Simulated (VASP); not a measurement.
# AlNi (Pm-3m) in VASP: a series of runs

The runs below take AlNi through single point, with PBEsol.

Program: VASP 6.6.1. These are calculated values, not measurements. Logs are shortened: lines on timing, memory, paths and dates and some standing lists are left out, and cuts for length are marked.

### Step 1. The cell of the first run

It takes space group Pm-3m (No. 221, cubic). The conventional cell has a = 2.773 Å, b = 2.773 Å, c = 2.773 Å, α = 90.00°, β = 90.00°, γ = 90.00°. Within 3.2 Å of Ni (site symmetry m-3m) lie 8 Al at 2.40 Å and 6 Ni at 2.77 Å. Al (site symmetry m-3m) has 8 Ni at 2.40 Å and 6 Al at 2.77 Å within 3.2 Å.

### Step 2. Single point, PBEsol, collinear spin, ferromagnetic start

INCAR

```
SYSTEM = AlNi
ALGO = Normal ; EDIFF = 1E-7
ENCUT = 520 ; GGA = PS
ISIF = 2 ; ISMEAR = -1
ISPIN = 2 ; LASPH = .TRUE.
LCHARG = .FALSE. ; LMAXMIX = 4
LORBIT = 11 ; LREAL = .FALSE.
LWAVE = .FALSE. ; MAGMOM = 1 0
NBANDS = 18 ; NELM = 150
PREC = Accurate ; SIGMA = 0.05
```

KPOINTS

```
k-points
0
G
  9 9 9
  0 0 0
```

POSCAR

```
AlNi
1.0
    2.7729433175      0.0000000000      0.0000000000
    0.0000000000      2.7729433175      0.0000000000
    0.0000000000      0.0000000000      2.7729433175
Ni Al
1 1
Direct
    0.5000000000      0.5000000000      0.5000000000
    0.0000000000      0.0000000000      0.0000000000
```

Potentials or basis: VASP PAW PBE potentials, release 64 (Ni, Al).

Command:

```
$ cat potpaw_PBE.64/Ni/POTCAR potpaw_PBE.64/Al/POTCAR > POTCAR
$ mpirun -np 1 vasp_std > vasp.out
```

OUTCAR:

```text
SYSTEM = AlNi
   EDIFF = 1E-7
   ENCUT = 520
   GGA = PS
   ISIF = 2
   ISMEAR = -1
   ISPIN = 2
   LASPH = .TRUE.
   LORBIT = 11
   LREAL = .FALSE.
   NELM = 150
   PREC = Accurate

 ion  position               nearest neighbor table
   1  0.500  0.500  0.500-   2 2.40   2 2.40   2 2.40   2 2.40   2 2.40   2 2.40   2 2.40   2 2.40

   2  0.000  0.000  0.000-   1 2.40   1 2.40   1 2.40   1 2.40   1 2.40   1 2.40   1 2.40   1 2.40

  LATTYP: Found a simple cubic cell.
 ALAT       =     2.7729433175

  Lattice vectors:

 A1 = (   2.7729433175,   0.0000000000,   0.0000000000)
 A2 = (   0.0000000000,   2.7729433175,   0.0000000000)
 A3 = (   0.0000000000,   0.0000000000,   2.7729433175)

Analysis of symmetry for initial positions (statically):
=====================================================================
 Subroutine PRICEL returns:
 Original cell was already a primitive cell.

 Routine SETGRP: Setting up the symmetry group for a
 simple cubic supercell.

 Subroutine GETGRP returns: Found 48 space group operations
 (whereof 48 operations were pure point group operations)
 out of a pool of 48 trial point group operations.

The static configuration has the point symmetry O_h .

Analysis of symmetry for dynamics (positions and initial velocities):
=====================================================================
 Subroutine PRICEL returns:
 Original cell was already a primitive cell.

 Routine SETGRP: Setting up the symmetry group for a
 simple cubic supercell.

 Subroutine GETGRP returns: Found 48 space group operations
 (whereof 48 operations were pure point group operations)
 out of a pool of 48 trial point group operations.

The dynamic configuration has the point symmetry O_h .

Analysis of structural, dynamic, and magnetic symmetry:
=====================================================================
 Subroutine PRICEL returns:
 Original cell was already a primitive cell.

 Routine SETGRP: Setting up the symmetry group for a
 simple cubic supercell.

 Subroutine GETGRP returns: Found 48 space group operations
 (whereof 48 operations were pure point group operations)
 out of a pool of 48 trial point group operations.

The overall configuration has the point symmetry O_h .

 Subroutine INISYM returns: Found 48 space group operations
 (whereof 48 operations are pure point group operations),
 and found     1 'primitive' translations

----------------------------------------------------------------------------------------

                                     Primitive cell

  volume of cell :      21.3218

  direct lattice vectors                    reciprocal lattice vectors
     2.772943317  0.000000000  0.000000000     0.360627638  0.000000000  0.000000000
     0.000000000  2.772943317  0.000000000     0.000000000  0.360627638  0.000000000
     0.000000000  0.000000000  2.772943317     0.000000000  0.000000000  0.360627638

  length of vectors
     2.772943317  2.772943317  2.772943317     0.360627638  0.360627638  0.360627638

  position of ions in fractional coordinates (direct lattice)
     0.500000000  0.500000000  0.500000000
     0.000000000  0.000000000  0.000000000

  ion indices of the primitive-cell ions
   primitive index   ion index
                 1           1
                 2           2

----------------------------------------------------------------------------------------

 KPOINTS: k-points

Automatic generation of k-mesh.
 Grid dimensions read from file:
 generate k-points for:    9    9    9

 Generating k-lattice:

  Cartesian coordinates                     Fractional coordinates (reciprocal lattice)
     0.040069738  0.000000000  0.000000000     0.111111111  0.000000000  0.000000000
     0.000000000  0.040069738  0.000000000     0.000000000  0.111111111  0.000000000
     0.000000000  0.000000000  0.040069738     0.000000000  0.000000000  0.111111111

  Length of vectors
     0.040069738  0.040069738  0.040069738

  Shift w.r.t. Gamma in fractional coordinates (k-lattice)
     0.000000000  0.000000000  0.000000000

 Subroutine IBZKPT returns following result:
 ===========================================

 Found     35 irreducible k-points:

 Following reciprocal coordinates:
            Coordinates               Weight
  0.000000  0.000000  0.000000      1.000000
  0.111111  0.000000  0.000000      6.000000
  0.222222  0.000000  0.000000      6.000000
  0.333333  0.000000  0.000000      6.000000
  0.444444  0.000000  0.000000      6.000000
  0.111111  0.111111  0.000000     12.000000
[... 16 lines left out ...]
  0.333333  0.333333  0.111111     24.000000
  0.444444  0.333333  0.111111     48.000000
 [... further k-points ...]
   k-points           NKPTS =     35   k-points in BZ     NKDIM =     35   number of bands    NBANDS=     18
   number of dos      NEDOS =    301   number of ions     NIONS =      2
   total plane-waves  NPLWV =  13824
   dimension x,y,z NGX =    24 NGY =   24 NGZ =   24
   dimension x,y,z NGXF=    48 NGYF=   48 NGZF=   48
   ions per type =               1   1
   NGX,Y,Z   is equivalent  to a cutoff of  14.39, 14.39, 14.39 a.u.
   NGXF,Y,Z  is equivalent  to a cutoff of  28.78, 28.78, 28.78 a.u.
 SYSTEM =  AlNi
   PREC   = accura    normal or accurate (medium, high low for compatibility)
   ISTART =      0    job   : 0-new  1-cont  2-samecut
   ICHARG =      2    charge: 1-file 2-atom 10-const
   ISPIN  =      2    spin polarized calculation?
   LNONCOLLINEAR =      F non collinear calculations
   LSORBIT =      F    spin-orbit coupling
   LASPH  =      T    aspherical Exc in radial PAW
   ENCUT  =  520.0 eV  38.22 Ry    6.18 a.u.   5.16  5.16  5.16*2*pi/ulx,y,z
   NELM   =    150;   NELMIN=  2; NELMDL= -5     # of ELM steps
   EDIFF  = 0.1E-06   stopping-criterion for ELM
   LREAL  =      F    real-space projection
   EDIFFG = 0.1E-05   stopping-criterion for IOM
   NSW    =      0    number of steps for IOM
   IBRION =     -1    ionic relax: 0-MD 1-quasi-New 2-CG
   NFREE  =      0    steps in history (QN), initial steepest desc. (CG)
   ISIF   =      2    stress and relaxation
   ISYM   =      2    0-nonsym 1-usesym 2-fastsym
   POTIM  = 0.5000    time-step for ionic-motion
   TEBEG  =    0.0;   TEEND  =   0.0 temperature during run
   PSTRESS=    0.0 pullay stress
   NELECT =      13.0000    total number of electrons
   NUPDOWN=      -1.0000    fix difference up-down
   EMIN   =  10.00;   EMAX   =-10.00  energy-range for DOS
   EFERMI =   0.00;   METHOD = LEGACY
   ISMEAR =    -1;   SIGMA  =   0.05  broadening in eV -4-tet -1-fermi 0-gaus
   EFERMI_NEDOS =   21; number of points for ismear=-14 and -15
   IALGO  =     38    algorithm
   IMIX   =      4    mixing-type and parameters
     AMIX     =   0.40;   BMIX     =  1.00
     AMIX_MAG =   1.60;   BMIX_MAG =  1.00
  volume/ion in A,a.u.               =      10.66        71.94
  Fermi-wavevector in a.u.,A,eV,Ry     =   1.388188  2.623295 26.219324  1.927066
  Thomas-Fermi vector in A             =   2.512338
   LORBIT       =     11    0 simple, 1 ext, 2 COOP (PROOUT), +10 PAW based schemes
   GGA     = PS    functional components
   LHFCALC =     F    Hartree Fock is set to
   AEXX    =    0.0000 exact exchange contribution
   IVDW    =     0    specifies the selected vdW correction
   LEPSILON=     F    determine dielectric tensor
   LRPA    =     F    only Hartree local field effects (RPA)
 spin polarized calculation
  energy-cutoff  :      520.00
  volume of cell :       21.32
 maximum number of plane-waves:       587
 NGX is ok and might be reduce to    24
   NGX = 11   NGY = 11   NGZ = 11

 number of electron      12.9999996 magnetization       0.0116252

 number of electron      12.9999996 magnetization      -0.0001655

 Free energy of the ion-electron system (eV)
  ---------------------------------------------------
  ext. energy  EPLUGINS =         0.00000000
  ---------------------------------------------------
  free energy    TOTEN  =       -11.46190196 eV

  energy without entropy =      -11.45625227  energy(sigma->0) =      -11.45907712

 E-fermi :  11.5367     XC(G=0): -12.7355

 val. band max:       11.4759655539   @ k =   0.3333   0.1111   0.0000
 cond. band min:      11.6031648031   @ k =   0.3333   0.1111   0.1111
 fundamental gap:      0.1271992492
 Fermi energy:        11.5367191493

 spin component 1

 k-point     1 :       0.0000    0.0000    0.0000
  band No.  band energies     occupation
      1      -0.5082      1.00000
      2       7.6480      1.00000
      3       7.6480      1.00000
      4       9.6848      1.00000
      5       9.6848      1.00000
      6       9.6848      1.00000
[... 10 lines left out ...]
     17      36.0326      0.00000
     18      36.0326      0.00000
[... 463 lines left out ...]
 k-point    24 :       0.4444    0.3333    0.1111
  band No.  band energies     occupation
      1       4.9314      1.00000
      2       6.5226      1.00000
      3       8.0308      1.00000
      4       8.5630      1.00000
      5       9.2285      1.00000
      6       9.4146      1.00000
[... 10 lines left out ...]
     17      35.5555      0.00000
     18      39.8753      0.00000

 [... further k-points ...]

 spin component 2

 k-point     1 :       0.0000    0.0000    0.0000
  band No.  band energies     occupation
      1      -0.5082      1.00000
      2       7.6479      1.00000
      3       7.6479      1.00000
      4       9.6847      1.00000
      5       9.6847      1.00000
      6       9.6847      1.00000
[... 10 lines left out ...]
     17      36.0327      0.00000
     18      36.0327      0.00000
[... 463 lines left out ...]
 k-point    24 :       0.4444    0.3333    0.1111
  band No.  band energies     occupation
      1       4.9314      1.00000
      2       6.5225      1.00000
      3       8.0308      1.00000
      4       8.5629      1.00000
      5       9.2284      1.00000
      6       9.4145      1.00000
[... 10 lines left out ...]
     17      35.5555      0.00000
     18      39.8753      0.00000

 [... further k-points ...]
[... 5 lines left out ...]
  --------------------------------------------------------------------------------------
  -------------------------------------------------------------------------------------
  Total        2.6927107      2.6927107      2.6927107     -0.0000000     -0.0000000      0.0000000
  in kB      202.3379286    202.3379286    202.3379286     -0.0000000     -0.0000000      0.0000000
  external PRESSURE =     202.3379286 kB  Pullay stress =       0.0000000 kB

 VOLUME and BASIS-vectors are now :
 -----------------------------------------------------------------------------
  energy-cutoff  :      520.00
  volume of cell :       21.32
      direct lattice vectors                 reciprocal lattice vectors
     2.772943317  0.000000000  0.000000000     0.360627638  0.000000000  0.000000000
     0.000000000  2.772943317  0.000000000     0.000000000  0.360627638  0.000000000
     0.000000000  0.000000000  2.772943317     0.000000000  0.000000000  0.360627638

 POSITION                                       TOTAL-FORCE (eV/Angst)
 -----------------------------------------------------------------------------------
      1.38647      1.38647      1.38647         0.000000      0.000000      0.000000
      0.00000      0.00000      0.00000         0.000000      0.000000      0.000000
 -----------------------------------------------------------------------------------
    total drift:                                0.000000      0.000000     -0.000000

  FREE ENERGIE OF THE ION-ELECTRON SYSTEM (eV)
  ---------------------------------------------------
  free  energy   TOTEN  =       -11.4619019638 eV

  energy  without entropy=      -11.4562522683  energy(sigma->0) =      -11.45907712

 total charge

# of ion       s       p       d       tot
------------------------------------------
    1        0.530   0.630   8.538   9.699
    2        0.396   0.467   0.000   0.864
--------------------------------------------------
tot          0.927   1.098   8.538  10.562

 magnetization (x)

# of ion       s       p       d       tot
------------------------------------------
    1       -0.000   0.000  -0.000  -0.000
    2        0.000  -0.000   0.000  -0.000
--------------------------------------------------
tot         -0.000  -0.000  -0.000  -0.000
```

Wall time 72 s (1 thread of AMD EPYC 7R13, shared host); peak memory 0.13 GiB.

What came out:

```
Free energy                                           : -11.4619 eV
Pressure                                              : 20.2 GPa
Net moment                                            : 0.00 μB per cell
Valence electrons inside the program's atomic spheres : Ni 9.70; Al 0.86
```

Caveat: the PAW data sets were made with another functional, which shifts forces and pressure a little.

### Step 3. Single point, PBEsol, collinear spin, ferromagnetic start

This run uses another cell than the first one, of 11.13 Å³/atom, 1.044 times its volume.

INCAR

```
PREC = Accurate ; ENCUT = 520
EDIFF = 1E-7 ; ISMEAR = -1
SIGMA = 0.05 ; LREAL = F
LASPH = T ; NELM = 150
ALGO = Normal ; ISIF = 2
LWAVE = F ; LCHARG = F
ISPIN = 2 ; MAGMOM = 1 0
LORBIT = 11 ; LMAXMIX = 4
GGA = PS ; NBANDS = 18
```

KPOINTS

```
Automatic mesh
0
Gamma
  9 9 9
```

POSCAR

```
AlNi
1.0
    2.8126808988      0.0000000000      0.0000000000
    0.0000000000      2.8126808988      0.0000000000
    0.0000000000      0.0000000000      2.8126808988
Ni Al
1 1
Direct
    0.5000000000      0.5000000000      0.5000000000
    0.0000000000      0.0000000000      0.0000000000
```

Potentials or basis: VASP PAW PBE potentials, release 64 (Ni, Al).

Command:

```
$ cat potpaw_PBE.64/Ni/POTCAR potpaw_PBE.64/Al/POTCAR > POTCAR
$ mpirun -np 1 vasp_std > vasp.out
```

OUTCAR:

```text
PREC = Accurate
   ENCUT = 520
   EDIFF = 1E-7
   ISMEAR = -1
   LREAL = F
   LASPH = T
   NELM = 150
   ISIF = 2
   ISPIN = 2
   LORBIT = 11
   GGA = PS

 ion  position               nearest neighbor table
   1  0.500  0.500  0.500-   2 2.44   2 2.44   2 2.44   2 2.44   2 2.44   2 2.44   2 2.44   2 2.44

   2  0.000  0.000  0.000-   1 2.44   1 2.44   1 2.44   1 2.44   1 2.44   1 2.44   1 2.44   1 2.44

  LATTYP: Found a simple cubic cell.
 ALAT       =     2.8126808988

[... 1226 lines left out ...]
  in kB      101.7993695    101.7993695    101.7993695     -0.0000000      0.0000000      0.0000000
  external PRESSURE =     101.7993695 kB  Pullay stress =       0.0000000 kB

 VOLUME and BASIS-vectors are now :
 -----------------------------------------------------------------------------
  energy-cutoff  :      520.00
  volume of cell :       22.25
      direct lattice vectors                 reciprocal lattice vectors
     2.812680899  0.000000000  0.000000000     0.355532688  0.000000000  0.000000000
     0.000000000  2.812680899  0.000000000     0.000000000  0.355532688  0.000000000
     0.000000000  0.000000000  2.812680899     0.000000000  0.000000000  0.355532688

 POSITION                                       TOTAL-FORCE (eV/Angst)
 -----------------------------------------------------------------------------------
      1.40634      1.40634      1.40634         0.000000      0.000000      0.000000
      0.00000      0.00000      0.00000         0.000000      0.000000      0.000000
 -----------------------------------------------------------------------------------
    total drift:                                0.000000      0.000000     -0.000000

  FREE ENERGIE OF THE ION-ELECTRON SYSTEM (eV)
  ---------------------------------------------------
  free  energy   TOTEN  =       -11.5493335660 eV

  energy  without entropy=      -11.5434194749  energy(sigma->0) =      -11.54637652

 total charge

# of ion       s       p       d       tot
------------------------------------------
    1        0.511   0.588   8.512   9.611
    2        0.391   0.446   0.000   0.836
--------------------------------------------------
tot          0.901   1.033   8.512  10.447

 magnetization (x)

# of ion       s       p       d       tot
------------------------------------------
    1        0.000   0.000  -0.000  -0.000
    2       -0.000  -0.000   0.000  -0.000
--------------------------------------------------
tot         -0.000   0.000  -0.000  -0.000
```

OSZICAR:

```text
N       E                     dE             d eps       ncg     rms          rms(c)
DAV:   1     0.467740712551E+02    0.46774E+02   -0.52854E+03  2600   0.809E+02
DAV:   2    -0.103733575891E+02   -0.57147E+02   -0.49837E+02  2812   0.166E+02
DAV:   3    -0.131702721505E+02   -0.27969E+01   -0.27387E+01  2986   0.380E+01
DAV:   4    -0.132051943308E+02   -0.34922E-01   -0.34893E-01  2982   0.379E+00
DAV:   5    -0.132059144884E+02   -0.72016E-03   -0.72009E-03  2960   0.593E-01    0.137E+01
DAV:   6    -0.150898660020E+02   -0.18840E+01   -0.43756E+01  2850   0.799E+01    0.162E+01
DAV:   7    -0.115765764543E+02    0.35133E+01   -0.13237E+01  2838   0.465E+01    0.142E+00
DAV:   8    -0.115648052775E+02    0.11771E-01   -0.23562E-01  3258   0.452E+00    0.107E+00
DAV:   9    -0.115490642772E+02    0.15741E-01   -0.35956E-02  3268   0.190E+00    0.535E-01
DAV:  10    -0.115493332554E+02   -0.26898E-03   -0.87317E-04  3510   0.283E-01    0.193E-01
DAV:  11    -0.115492777891E+02    0.55466E-04   -0.10914E-03  3250   0.295E-01    0.930E-02
DAV:  12    -0.115493355885E+02   -0.57799E-04   -0.11278E-04  3374   0.101E-01    0.477E-02
DAV:  13    -0.115493338011E+02    0.17874E-05   -0.16953E-05  3344   0.395E-02    0.145E-02
DAV:  14    -0.115493335974E+02    0.20369E-06   -0.18200E-06  3204   0.135E-02    0.377E-03
DAV:  15    -0.115493335660E+02    0.31365E-07   -0.38653E-08  1560   0.161E-03
   1 F= -.11549334E+02 E0= -.11546377E+02  d E =-.591409E-02  mag=     0.0000
```

stdout:

```text
POSCAR found type information on POSCAR NiAl
 POSCAR found :  2 types and       2 ions
 scaLAPACK will be used
 -----------------------------------------------------------------------------
|                                                                             |
|                                                                             |
|     You enforced a specific xc type in the INCAR file but a different       |
|     I HOPE YOU KNOW WHAT YOU ARE DOING!                                     |
|                                                                             |
 -----------------------------------------------------------------------------

 LDA part: xc-table for (Slater+PW92), standard interpolation
 POSCAR, INCAR and KPOINTS ok, starting setup
 FFT: planning ... GRIDC
 FFT: planning ... GRID_SOFT
 FFT: planning ... GRID
 WAVECAR not read
 entering main loop
```

It took 70 s on 1 thread of AMD EPYC 7R13, shared host; peak memory 0.13 GiB.

Results:

| Quantity | Value |
| --- | --- |
| Free energy | -11.5493 eV |
| Pressure | 10.2 GPa |
| Net moment | 0.00 μB per cell |
| Valence electrons inside the program's atomic spheres | Ni 9.61; Al 0.84 |

Caveat: the PAW data sets were made with another functional, which shifts forces and pressure a little.
